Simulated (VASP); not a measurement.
## CoSi2: single point with PBE

Crystal: CoSi2.

```
Co Si
1.0
     0.00000    2.78334    2.78334
     2.78334    0.00000    2.78334
     2.78334    2.78334    0.00000
Co Si
1 2
Direct
  0.00000 0.00000 0.00000
  0.25000 0.25000 0.25000
  0.75000 0.75000 0.75000
```

- Program: VASP 6.6.1
- Task: single point
- Functional: PBE
- Potentials or basis: VASP PAW PBE potentials, release 64 (Co, Si)
- Cutoff: 520 eV
- k mesh: 14 × 14 × 14
- Occupations: gaussian, width 0.15 eV
- Spin: collinear spin, ferromagnetic start
- Starting moments: [1.375, 0.0, 0.0] μB
- Fixed moment: 1.375 μB
- Dipole correction: no
- Further INCAR settings: ALGO = Normal; EDIFF = 1e-07; NBANDS = 20

- Pressure: -8.9 GPa
- Net moment: 1.38 μB per cell
- Site moments: Co +0.92; Si +0.10 μB
- Valence electrons inside the program's atomic spheres: Co 8.53; Si 1.55

Wall time 4.8 min on 1 thread of Intel(R) Xeon(R) Platinum 8259CL CPU @ 2.50GHz (Skylake/Cascade Lake), with other jobs on the host, peak memory 0.28 GiB.

Caveat: the total moment is fixed, so each spin has its own Fermi level.
